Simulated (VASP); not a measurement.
Runs of VASP 6.6.1 on HfN. The structure is that of space group F-43m (No. 216), or close to it. The cells are those of the table. 

| cell | gap on the mesh (eV) | pressure (GPa) |
| --- | --- | --- |
| a = 3.472 Å, angles 60.0°, 2 atoms | none | -10.0 |
| a = 3.376 Å, angles 60.0°, 2 atoms | none | (a) |
| a = 3.409 Å, angles 60.0°, 2 atoms | none | 0.8 |
| a = 3.441 Å, angles 60.0°, 2 atoms | none | (b) |
| a = 3.502 Å, angles 60.0°, 2 atoms | none | -14.3 |
| a = 3.532 Å, angles 60.0°, 2 atoms | none | -18.1 |
| a = 3.562 Å, angles 60.0°, 2 atoms | none | -21.4 |

Alike in all rows: task single point; level LDA; potentials or basis VASP PAW LDA potentials, release 64 (Hf_pv, N); no spin polarisation; k mesh 10 × 10 × 10; cutoff (eV) 520; smearing methfessel-paxton 0.1 eV.

Question: Fill in the values left out.

Answer: (a) 7.6; (b) -4.9.

Caveats: spin-orbit coupling is left out, which moves the levels of the heavy elements.

A k mesh can miss the band edges, and the runs leave out spin-orbit coupling on Hf.

A gap of «none» marks levels without a gap at the run's occupations.
